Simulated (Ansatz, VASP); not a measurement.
One calculation of BeCo, two programs

```
Be Co
1.0
     2.60600    0.00000    0.00000
     0.00000    2.60600    0.00000
     0.00000    0.00000    2.60600
Be Co
1 1
Direct
  0.00000 0.00000 0.00000
  0.50000 0.50000 0.50000
```

Alike in both runs: task single point; functional PBEsol; k mesh 11 × 11 × 11; occupations fermi-dirac, width 0.1 eV; collinear spin.

|  | VASP | Ansatz |
| --- | --- | --- |
| version | VASP 6.6.1 | Ansatz 0.2.0 |
| potentials or method | VASP PAW PBE potentials, release 64 (Be, Co), cutoff 520 eV | all-electron (LAPW or listed datasets) |

```csv
,VASP,Ansatz,Ansatz less VASP
net moment per atom (μB),0.19,0.19,+0.004
size of the moment on the site where the two differ most (μB),0.40,0.41,+0.013
```

VASP's potentials were made for PBE, not for PBEsol. Site moments also hang on the region over which each program counts them. Ansatz ran all-electron here, and VASP with PAW potentials. Ansatz's warnings: given moment on shells.
